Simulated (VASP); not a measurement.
# RbBr (P4/mmm) in VASP: a series of runs

Runs on RbBr. Level: PBE. Tasks: single point.

All numbers are computed with VASP 6.6.1; they aren't measurements. Logs are shortened: lines on timing, memory, paths and dates and some standing lists are left out, and cuts for length are marked.

### Step 1. The cell of the first run

Symmetry: P4/mmm, No. 123, tetragonal system. The conventional cell has a = 4.126 Å, b = 4.126 Å, c = 3.961 Å, α = 90.00°, β = 90.00°, γ = 90.00°. Rb (site symmetry 4/mmm) has 8 Br at 3.53 Å and 6 Rb at 3.96 to 4.13 Å within 4.6 Å. Br (site symmetry 4/mmm) has 8 Rb at 3.53 Å and 6 Br at 3.96 to 4.13 Å within 4.6 Å.

### Step 2. Single point, PBE (strain +0.000 along x and y, -0.040 along z)

Input file INCAR:

```
SYSTEM = RbBr
  PREC = Accurate
  ENCUT = 520
  EDIFF = 1E-7
  ISMEAR = 0
  SIGMA = 0.05
  LREAL = .False.
  LASPH = .True.
  NELM = 80
  ALGO = Normal
  ISIF = 2
  LWAVE = .False.
  LCHARG = .True.
  GGA = PE
  LELF = .True.
  LVHAR = .True.
  NBANDS = 15
```

Input file KPOINTS:

```
Automatic mesh
0
Gamma
  6 6 6
  0 0 0
```

Input file POSCAR:

```
RbBr
1.0
    4.1260773000      0.0000000000      0.0000000000
    0.0000000000      4.1260773000      0.0000000000
    0.0000000000      0.0000000000      3.9610342080
Rb Br
1 1
Direct
    0.0000000000      0.0000000000      0.0000000000
    0.5000000000      0.5000000000      0.5000000000
```

Potentials or basis: VASP PAW PBE potentials, release 64 (Rb_sv, Br).

Started as:

```sh
> cat potpaw_PBE.64/Rb_sv/POTCAR potpaw_PBE.64/Br/POTCAR > POTCAR
> mpirun -np 1 vasp_std > vasp.out
```

OUTCAR:

```text
SYSTEM = RbBr
   PREC = Accurate
   ENCUT = 520
   EDIFF = 1E-7
   ISMEAR = 0
   LREAL = .False.
   LASPH = .True.
   NELM = 80
   ISIF = 2
   GGA = PE

 ion  position               nearest neighbor table
   1  0.000  0.000  0.000-   2 3.53   2 3.53   2 3.53   2 3.53   2 3.53   2 3.53   2 3.53   2 3.53

   2  0.500  0.500  0.500-   1 3.53   1 3.53   1 3.53   1 3.53   1 3.53   1 3.53   1 3.53   1 3.53

  LATTYP: Found a simple tetragonal cell.
 ALAT       =     4.1260773000
 C/A-ratio  =     0.9600000000

  Lattice vectors:

 A1 = (   4.1260773000,   0.0000000000,   0.0000000000)
 A2 = (   0.0000000000,   4.1260773000,   0.0000000000)
 A3 = (   0.0000000000,   0.0000000000,   3.9610342080)

Analysis of symmetry for initial positions (statically):
=====================================================================
 Subroutine PRICEL returns:
 Original cell was already a primitive cell.

 Routine SETGRP: Setting up the symmetry group for a
 simple tetragonal supercell.

 Subroutine GETGRP returns: Found 16 space group operations
 (whereof 16 operations were pure point group operations)
 out of a pool of 16 trial point group operations.

The static configuration has the point symmetry D_4h.

Analysis of symmetry for dynamics (positions and initial velocities):
=====================================================================
 Subroutine PRICEL returns:
 Original cell was already a primitive cell.

 Routine SETGRP: Setting up the symmetry group for a
 simple tetragonal supercell.

 Subroutine GETGRP returns: Found 16 space group operations
 (whereof 16 operations were pure point group operations)
 out of a pool of 16 trial point group operations.

The dynamic configuration has the point symmetry D_4h.

 Subroutine INISYM returns: Found 16 space group operations
 (whereof 16 operations are pure point group operations),
 and found     1 'primitive' translations

----------------------------------------------------------------------------------------

                                     Primitive cell

  volume of cell :      67.4347

  direct lattice vectors                    reciprocal lattice vectors
     4.126077300  0.000000000  0.000000000     0.242360947  0.000000000  0.000000000
     0.000000000  4.126077300  0.000000000     0.000000000  0.242360947  0.000000000
     0.000000000  0.000000000  3.961034208     0.000000000  0.000000000  0.252459319

  length of vectors
     4.126077300  4.126077300  3.961034208     0.242360947  0.242360947  0.252459319

  position of ions in fractional coordinates (direct lattice)
     0.000000000  0.000000000  0.000000000
     0.500000000  0.500000000  0.500000000

  ion indices of the primitive-cell ions
   primitive index   ion index
                 1           1
                 2           2

----------------------------------------------------------------------------------------

 KPOINTS: Automatic mesh

Automatic generation of k-mesh.
 Grid dimensions read from file:
 generate k-points for:    6    6    6

 Generating k-lattice:

  Cartesian coordinates                     Fractional coordinates (reciprocal lattice)
     0.040393491  0.000000000  0.000000000     0.166666667  0.000000000  0.000000000
     0.000000000  0.040393491  0.000000000     0.000000000  0.166666667  0.000000000
     0.000000000  0.000000000  0.042076553     0.000000000  0.000000000  0.166666667

  Length of vectors
     0.040393491  0.040393491  0.042076553

  Shift w.r.t. Gamma in fractional coordinates (k-lattice)
     0.000000000  0.000000000  0.000000000

 Subroutine IBZKPT returns following result:
 ===========================================

 Found     40 irreducible k-points:

 Following reciprocal coordinates:
            Coordinates               Weight
  0.000000  0.000000  0.000000      1.000000
  0.166667  0.000000  0.000000      4.000000
  0.333333  0.000000  0.000000      4.000000
  0.500000  0.000000  0.000000      2.000000
  0.166667  0.166667  0.000000      4.000000
  0.333333  0.166667  0.000000      8.000000
[... 16 lines left out ...]
  0.333333  0.000000  0.333333      8.000000
  0.500000  0.000000  0.333333      4.000000
 [... further k-points ...]
   k-points           NKPTS =     40   k-points in BZ     NKDIM =     40   number of bands    NBANDS=     15
   number of dos      NEDOS =    301   number of ions     NIONS =      2
   total plane-waves  NPLWV =  30720
   dimension x,y,z NGX =    32 NGY =   32 NGZ =   30
   dimension x,y,z NGXF=    64 NGYF=   64 NGZF=   60
   ions per type =               1   1
   NGX,Y,Z   is equivalent  to a cutoff of  12.89, 12.89, 12.59 a.u.
   NGXF,Y,Z  is equivalent  to a cutoff of  25.79, 25.79, 25.18 a.u.
 SYSTEM =  RbBr
   PREC   = accura    normal or accurate (medium, high low for compatibility)
   ISTART =      0    job   : 0-new  1-cont  2-samecut
   ICHARG =      2    charge: 1-file 2-atom 10-const
   ISPIN  =      1    spin polarized calculation?
   LNONCOLLINEAR =      F non collinear calculations
   LSORBIT =      F    spin-orbit coupling
   LASPH  =      T    aspherical Exc in radial PAW
   ENCUT  =  520.0 eV  38.22 Ry    6.18 a.u.   7.67  7.67  7.36*2*pi/ulx,y,z
   NELM   =     80;   NELMIN=  2; NELMDL= -5     # of ELM steps
   EDIFF  = 0.1E-06   stopping-criterion for ELM
   LREAL  =      F    real-space projection
   EDIFFG = 0.1E-05   stopping-criterion for IOM
   NSW    =      0    number of steps for IOM
   IBRION =     -1    ionic relax: 0-MD 1-quasi-New 2-CG
   NFREE  =      0    steps in history (QN), initial steepest desc. (CG)
   ISIF   =      2    stress and relaxation
   ISYM   =      2    0-nonsym 1-usesym 2-fastsym
   POTIM  = 0.5000    time-step for ionic-motion
   TEBEG  =    0.0;   TEEND  =   0.0 temperature during run
   PSTRESS=    0.0 pullay stress
   NELECT =      16.0000    total number of electrons
   NUPDOWN=      -1.0000    fix difference up-down
   EMIN   =  10.00;   EMAX   =-10.00  energy-range for DOS
   EFERMI =   0.00;   METHOD = LEGACY
   ISMEAR =     0;   SIGMA  =   0.05  broadening in eV -4-tet -1-fermi 0-gaus
   EFERMI_NEDOS =   21; number of points for ismear=-14 and -15
   IALGO  =     38    algorithm
   IMIX   =      4    mixing-type and parameters
     AMIX     =   0.40;   BMIX     =  1.00
     AMIX_MAG =   1.60;   BMIX_MAG =  1.00
  volume/ion in A,a.u.               =      33.72       227.54
  Fermi-wavevector in a.u.,A,eV,Ry     =   1.013492  1.915222 13.975446  1.027166
  Thomas-Fermi vector in A             =   2.146664
   LORBIT       =      0    0 simple, 1 ext, 2 COOP (PROOUT), +10 PAW based schemes
   GGA     = PE    functional components
   LHFCALC =     F    Hartree Fock is set to
   AEXX    =    0.0000 exact exchange contribution
   IVDW    =     0    specifies the selected vdW correction
   LEPSILON=     F    determine dielectric tensor
   LRPA    =     F    only Hartree local field effects (RPA)
 non-spin polarized calculation
 Gauss-broadening in eV      SIGMA  =   0.05
  energy-cutoff  :      520.00
  volume of cell :       67.43
 maximum number of plane-waves:      1846
 NGX is ok and might be reduce to    32
   NGX = 15   NGY = 15   NGZ = 15

 number of electron      16.0000000 magnetization

 Free energy of the ion-electron system (eV)
  ---------------------------------------------------
  ext. energy  EPLUGINS =         0.00000000
  ---------------------------------------------------
  free energy    TOTEN  =        -5.96689271 eV

  energy without entropy =       -5.96689271  energy(sigma->0) =       -5.96689271

 E-fermi :  -0.0348     XC(G=0):  -8.1042

 val. band max:       -0.3253918837   @ k =   0.5000   0.5000   0.0000
 cond. band min:       3.7475526263   @ k =   0.0000   0.0000   0.0000
 fundamental gap:      4.0729445100
 Fermi energy:        -0.0348286787

 k-point     1 :       0.0000    0.0000    0.0000
  band No.  band energies     occupation
      1     -25.5191      2.00000
      2     -13.1479      2.00000
      3      -9.5070      2.00000
      4      -9.5070      2.00000
      5      -9.4635      2.00000
      6      -0.6840      2.00000
      7      -0.6840      2.00000
      8      -0.4627      2.00000
      9       3.7476      0.00000
     10       4.9865      0.00000
     11       5.1636      0.00000
     12       9.3328      0.00000
     13       9.7086      0.00000
     14       9.7086      0.00000
     15      12.0701      0.00000

 k-point     2 :       0.1667    0.0000    0.0000
  band No.  band energies     occupation
      1     -25.5138      2.00000
      2     -13.1511      2.00000
      3      -9.5343      2.00000
      4      -9.4938      2.00000
      5      -9.4520      2.00000
      6      -1.1916      2.00000
      7      -0.7145      2.00000
      8      -0.4823      2.00000
      9       4.4223      0.00000
     10       5.3304      0.00000
     11       5.6333      0.00000
     12       9.2751      0.00000
     13       9.6027      0.00000
     14       9.8595      0.00000
     15      10.9262      0.00000

 k-point     3 :       0.3333    0.0000    0.0000
  band No.  band energies     occupation
      1     -25.5032      2.00000
      2     -13.1597      2.00000
      3      -9.5797      2.00000
      4      -9.4672      2.00000
      5      -9.4289      2.00000
      6      -1.9627      2.00000
      7      -0.7772      2.00000
      8      -0.5230      2.00000
      9       5.7018      0.00000
     10       5.9851      0.00000
     11       6.8894      0.00000
     12       9.2114      0.00000
     13       9.3530      0.00000
     14       9.5637      0.00000
     15      10.2311      0.00000

 k-point     4 :       0.5000    0.0000    0.0000
  band No.  band energies     occupation
      1     -25.4978      2.00000
      2     -13.1652      2.00000
      3      -9.5978      2.00000
      4      -9.4537      2.00000
      5      -9.4172      2.00000
      6      -2.2820      2.00000
      7      -0.8094      2.00000
      8      -0.5442      2.00000
      9       6.3693      0.00000
     10       6.8022      0.00000
     11       7.3408      0.00000
     12       8.3013      0.00000
     13       9.6143      0.00000
     14       9.6834      0.00000
     15      10.4766      0.00000
[... 307 lines left out ...]
 k-point    22 :       0.1667    0.0000    0.3333
  band No.  band energies     occupation
      1     -25.4896      2.00000
      2     -13.0910      2.00000
      3      -9.6951      2.00000
      4      -9.5177      2.00000
      5      -9.4459      2.00000
      6      -1.8302      2.00000
      7      -0.9935      2.00000
      8      -0.7014      2.00000
      9       5.8570      0.00000
     10       6.1034      0.00000
     11       7.3903      0.00000
     12       8.4445      0.00000
     13       8.7663      0.00000
     14       9.5867      0.00000
     15      10.2172      0.00000

 k-point    23 :       0.3333    0.0000    0.3333
  band No.  band energies     occupation
      1     -25.4798      2.00000
      2     -13.0212      2.00000
      3      -9.7784      2.00000
      4      -9.6524      2.00000
      5      -9.4265      2.00000
      6      -1.6567      2.00000
      7      -1.3740      2.00000
      8      -0.6303      2.00000
      9       5.5624      0.00000
     10       6.0881      0.00000
     11       7.7795      0.00000
     12       8.4901      0.00000
     13       8.5066      0.00000
     14       9.0183      0.00000
     15      10.7560      0.00000

 k-point    24 :       0.5000    0.0000    0.3333
  band No.  band energies     occupation
      1     -25.4749      2.00000
      2     -12.9853      2.00000
      3      -9.7930      2.00000
      4      -9.7455      2.00000
      5      -9.4167      2.00000
      6      -1.7107      2.00000
      7      -1.3927      2.00000
      8      -0.5939      2.00000
      9       5.3621      0.00000
     10       5.9567      0.00000
     11       7.7099      0.00000
     12       7.8842      0.00000
     13       8.9038      0.00000
     14      10.2010      0.00000
     15      11.1402      0.00000

 [... further k-points ...]

------------------------ aborting loop because EDIFF is reached ----------------------------------------

  FORCE on cell =-STRESS in cart. coord.  units (eV):
  Direction    XX          YY          ZZ          XY          YZ          ZX
  --------------------------------------------------------------------------------------
  -------------------------------------------------------------------------------------
  Total        0.5105483      0.5105483      1.0535182      0.0000000      0.0000000      0.0000000
  in kB       12.1300915     12.1300915     25.0304880      0.0000000      0.0000000      0.0000000
  external PRESSURE =      16.4302237 kB  Pullay stress =       0.0000000 kB

 VOLUME and BASIS-vectors are now :
 -----------------------------------------------------------------------------
  energy-cutoff  :      520.00
  volume of cell :       67.43
      direct lattice vectors                 reciprocal lattice vectors
     4.126077300  0.000000000  0.000000000     0.242360947  0.000000000  0.000000000
     0.000000000  4.126077300  0.000000000     0.000000000  0.242360947  0.000000000
     0.000000000  0.000000000  3.961034208     0.000000000  0.000000000  0.252459319

 POSITION                                       TOTAL-FORCE (eV/Angst)
 -----------------------------------------------------------------------------------
      0.00000      0.00000      0.00000         0.000000      0.000000      0.000000
      2.06304      2.06304      1.98052         0.000000      0.000000      0.000000
 -----------------------------------------------------------------------------------
    total drift:                                0.000000      0.000000     -0.000000

  FREE ENERGIE OF THE ION-ELECTRON SYSTEM (eV)
  ---------------------------------------------------
  free  energy   TOTEN  =        -5.9668927059 eV

  energy  without entropy=       -5.9668927059  energy(sigma->0) =       -5.96689271
```

Run time: 26 s. Hardware: 1 thread of Intel Xeon Platinum 8375C at 2.90GHz (Ice Lake), shared host; peak memory 0.2 GiB.

Results:

```
Free energy            : -5.9669 eV
Pressure               : 1.6 GPa
Band gap on the k mesh : 4.07 eV, indirect (least direct gap 4.21 eV)
```

Stress tensor (GPa, compression positive):
```
1.21 0.00 0.00
0.00 1.21 0.00
0.00 0.00 2.50
```

Levels at points of the mesh, in eV from the valence-band top:
```
           k point  band 5  band 6  band 7  band 8  band 9  band 10  band 11  band 12
(0.00, 0.00, 0.00)   -9.14   -0.36   -0.36   -0.14    4.07     5.31     5.49     9.66
(0.50, 0.00, 0.00)   -9.09   -1.96   -0.48   -0.22    6.69     7.13     7.67     8.63
(0.50, 0.50, 0.00)   -9.06   -1.23   -1.23    0.00    5.12     6.33     8.14     8.14
(0.00, 0.00, 0.50)   -9.11   -1.98   -0.43   -0.43    6.83     7.20     7.89     8.54
(0.50, 0.00, 0.50)   -9.08   -1.29   -1.18   -0.19    5.22     6.01     7.65     7.79
(0.50, 0.50, 0.50)   -9.39   -1.62   -1.55   -1.55    8.18     8.18     8.37     9.27
```

Caveat: the cell differs from its parent crystal (strain +0.000 along x and y, -0.040 along z).

[end of part 1 of 2]
